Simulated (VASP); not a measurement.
A run of VASP 6.6.1:

INCAR

```
SYSTEM = SnSe
PREC = Accurate ; ENCUT = 520
EDIFF = 1E-8 ; ISMEAR = -1
SIGMA = 0.02 ; LREAL = .FALSE.
LASPH = .TRUE. ; NELM = 100
ALGO = Normal ; ISIF = 2
LWAVE = .FALSE. ; LCHARG = .FALSE.
GGA = CA ; LEFG = .TRUE.
NBANDS = 17
```

KPOINTS

```
Automatic mesh
0
G
  9 9 9
  0 0 0
```

Contents of POSCAR:

```
SnSe
1.0
    0.0000000000      3.0299343558      3.0299343558
    3.0299343558      0.0000000000      3.0299343558
    3.0299343558      3.0299343558      0.0000000000
Sn Se
1 1
Direct
    0.0000000000      0.0000000000      0.0000000000
    0.5000000000      0.5000000000      0.5000000000
```

Potentials or basis: VASP PAW LDA potentials, release 64 (Sn_d, Se).

Run with:

```sh
$ cat potpaw_LDA.64/Sn_d/POTCAR potpaw_LDA.64/Se/POTCAR > POTCAR
$ mpirun -np 1 vasp_std > vasp.out
```

Hardware: 1 thread of Intel Xeon 6975P-C, with other jobs on the host.

**Question.** Estimate the wall time of this run.

**Answer.** Wall time 13 s on 1 thread of Intel Xeon 6975P-C, with other jobs on the host, peak memory 0.17 GiB. Counts: scf iterations 13, k points 35.
